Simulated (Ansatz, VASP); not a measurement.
## One calculation of C, two programs

```
C
1.0
    -2.45766    0.00000    0.00000
     0.00000    0.00000   -3.52948
     0.00000   -4.25679    0.00000
C
4
Direct
  0.50000 0.00000 0.17724
  0.00000 0.00000 0.67724
  0.00000 0.00000 0.32276
  0.50000 0.00000 0.82276
```

Change from the starting cell: mode 8 frozen in at +0.000 Å and mode 12 at -0.045 Å (largest displacements).

Alike in both runs: task single point; functional PBEsol; dispersion D3(BJ); k mesh 18 × 12 × 10; occupations gaussian, width 0.15 eV; no spin polarisation.

```csv
,VASP,Ansatz
version,VASP 6.6.1,Ansatz 0.2.0
potentials or method,"VASP PAW PBE potentials, release 64 (C), cutoff 600 eV","scalar-relativistic, plane waves, PAW"
valence electrons in the cell,16,16
```

```tsv
	VASP	Ansatz	Ansatz less VASP
gap on the k mesh at the Fermi level (eV)	none	none	-
pressure (GPa)	3.5	3.2	-0.24
traceless stress, the component that is largest in VASP (GPa)	11.26	10.79	-0.473
rms of the force components (eV/Å)	2.547	2.538	-0.0085
```

VASP's potentials were made for PBE, not for PBEsol, and Ansatz warns of the same on its side. Atom by atom the forces differ by 0.008 eV/Å (rms over components). A gap of «none» marks a metal or a gap that the smearing closes.
